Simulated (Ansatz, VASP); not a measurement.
**Two plane-wave programs on TiH5**

```
Ti H
1.0
     3.07548    0.00000    0.00000
     0.00000    3.07548    0.00000
     0.00000    0.00000   13.58105
Ti H
2 10
Direct
  0.50000 0.00000 0.08632
  0.00000 0.50000 0.91368
  0.50000 0.50000 0.15894
  0.00000 0.00000 0.15894
  0.50000 0.50000 0.84106
  0.00000 0.00000 0.84106
  0.50000 0.50000 0.00000
  0.00000 0.00000 0.00000
  0.00000 0.50000 0.62593
  0.00000 0.50000 0.57073
  0.50000 0.00000 0.37407
  0.50000 0.00000 0.42927
```

Alike in both runs: functional PBE; k mesh 10 × 10 × 4; occupations gaussian, width 0.1 eV; no spin polarisation.

Ansatz relaxed the structure, and its values are those at the end. VASP's run is a single point on that final structure, the one shown.

```csv
,VASP,Ansatz
version,VASP 6.6.1,Ansatz 0.2.0
potentials or method,"VASP PAW PBE potentials, release 64 (Ti_sv, H), cutoff 520 eV","scalar-relativistic, plane waves, PAW"
valence electrons in the cell,34,34
```

|  | VASP | Ansatz | Ansatz less VASP |
| --- | --- | --- | --- |
| gap on the k mesh at the Fermi level (eV) | none | none | - |
| pressure (GPa) | -0.1 | 0.0 | +0.15 |
| rms of the force components (eV/Å) | 0.004 | 0.001 | -0.0030 |

A gap of «none» marks a metal or a gap that the smearing closes.
